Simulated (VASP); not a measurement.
Wanted: the native input for a VASP 6.6.1 run.

```yaml
Task: relaxation of cell and atoms
Functional: PBEsol
Potentials_or_basis: VASP PAW PBE potentials, release 64 (Al, O)
Cutoff: 600 eV
k_mesh: 6 × 6 × 6
Occupations: fermi-dirac, width 0.03 eV
Spin: no spin polarisation
Dipole_correction: no
Further_INCAR_settings: ALGO = Normal; EDIFF = 1e-06; IBRION = 2; EDIFFG = -0.01; NSW = 100; ISIF = 3
```

The structure of Al2O3 lies in POSCAR:

```
Al2O3
1.0
    2.4025136104      1.3870918797      4.3720844159
   -2.4025136104      1.3870918797      4.3720844159
    0.0000000000     -2.7741837594      4.3720844159
Al O
4 6
Direct
    0.1479040000      0.1479040000      0.1479040000
    0.3520960000      0.3520960000      0.3520960000
    0.6479040000      0.6479040000      0.6479040000
    0.8520960000      0.8520960000      0.8520960000
    0.9438545000      0.5561455000      0.2500000000
    0.4438545000      0.7500000000      0.0561455000
    0.5561455000      0.2500000000      0.9438545000
    0.2500000000      0.9438545000      0.5561455000
    0.7500000000      0.0561455000      0.4438545000
    0.0561455000      0.4438545000      0.7500000000
```

One way to write it, as run:

INCAR

```
SYSTEM = Al2O3
PREC     = Accurate       ! precision mode
ENCUT    = 600            ! plane-wave cutoff, eV
EDIFF    = 1E-6           ! SCF threshold, eV
ISMEAR   = -1             ! smearing method
SIGMA    = 0.03           ! smearing width, eV
LREAL    = .False.        ! projectors in reciprocal space
LASPH    = .True.         ! aspherical terms in the spheres
NELM     = 80             ! most SCF steps
ALGO     = Normal         ! electronic algorithm
ISIF     = 3              ! what is computed and relaxed
LWAVE    = .False.        ! write WAVECAR
LCHARG   = .False.        ! write CHGCAR
GGA      = PS             ! functional
IBRION   = 2              ! ionic algorithm
NSW      = 100            ! ionic steps
EDIFFG   = -0.01          ! ionic threshold
```

KPOINTS

```
regular mesh
0
Gamma
  6 6 6
  0 0 0
```

Potentials or basis: VASP PAW PBE potentials, release 64 (Al, O).

The run is started by

```sh
$ cat potpaw_PBE.64/Al/POTCAR potpaw_PBE.64/O/POTCAR > POTCAR
$ mpirun -np 1 vasp_std > vasp.out
```

Results of the run:

```json
{
  "Relaxed volume": "8.55 Å³/atom",
  "Relaxed cell": "a = 5.137 Å, b = 5.137 Å, c = 5.137 Å, α = 55.35°, β = 55.35°, γ = 55.35°",
  "Space group after relaxing (to 0.1 Å)": "R-3c (No. 167)",
  "Energy gained by relaxing": "3.1 meV/atom",
  "Ionic steps": "5",
  "Pressure after relaxing": "0.1 GPa",
  "Largest force after relaxing": "0.007 eV/Å",
  "Band gap on the k mesh": "6.06 eV"
}
```

Caveat: the PAW data sets were made with another functional, which shifts forces and pressure a little.

It took 5.3 min on 1 thread of Intel(R) Xeon(R) Platinum 8488C (Sapphire Rapids), with other jobs on the host, peak memory 0.29 GiB.
